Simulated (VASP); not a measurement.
Set up this calculation in VASP 6.6.1, as the native input.

```yaml
Task: single point
Functional: PBEsol
Potentials_or_basis: VASP PAW PBE potentials, release 64 (Co, Si)
Cutoff: 520 eV
k_mesh: 14 × 14 × 14
Occupations: gaussian, width 0.1 eV
Spin: no spin polarisation
Dipole_correction: no
Further_INCAR_settings: ALGO = Normal; EDIFF = 1e-06; NBANDS = 16
```

The structure of CoSi2 lies in POSCAR:

```
CoSi2
1.0
    0.0000000000      2.6082112821      2.6082112821
    2.6082112821      0.0000000000      2.6082112821
    2.6082112821      2.6082112821      0.0000000000
Co Si
1 2
Direct
    0.0000000000      0.0000000000      0.0000000000
    0.2500000000      0.2500000000      0.2500000000
    0.7500000000      0.7500000000      0.7500000000
```

One way to write it, as run:

INCAR

```
PREC = Accurate
ENCUT = 520
EDIFF = 1E-6
ISMEAR = 0
SIGMA = 0.1
LREAL = False
LASPH = True
NELM = 100
ALGO = Normal
ISIF = 2
LWAVE = False
LCHARG = True
GGA = PS
LELF = True
LVHAR = True
NBANDS = 16
```

KPOINTS

```
Automatic mesh
0
Gamma
  14 14 14
```

Potentials or basis: VASP PAW PBE potentials, release 64 (Co, Si).

Launch:

```sh
$ cat potpaw_PBE.64/Co/POTCAR potpaw_PBE.64/Si/POTCAR > POTCAR
$ mpirun -np 1 vasp_std > vasp.out
```

Results of the run:

```
Pressure               : 12.2 GPa
Band gap on the k mesh : zero (an odd number of electrons rules out a gap without spin polarisation)
```

Caveat: the cell stands under pressure; the PAW data sets were made with another functional, which shifts forces and pressure a little; the run has no spin polarisation, though such a crystal can be magnetic.

Run time: 39 s on 1 thread of Intel(R) Xeon(R) Platinum 8488C (Sapphire Rapids) (shared host), peak memory 0.19 GiB.
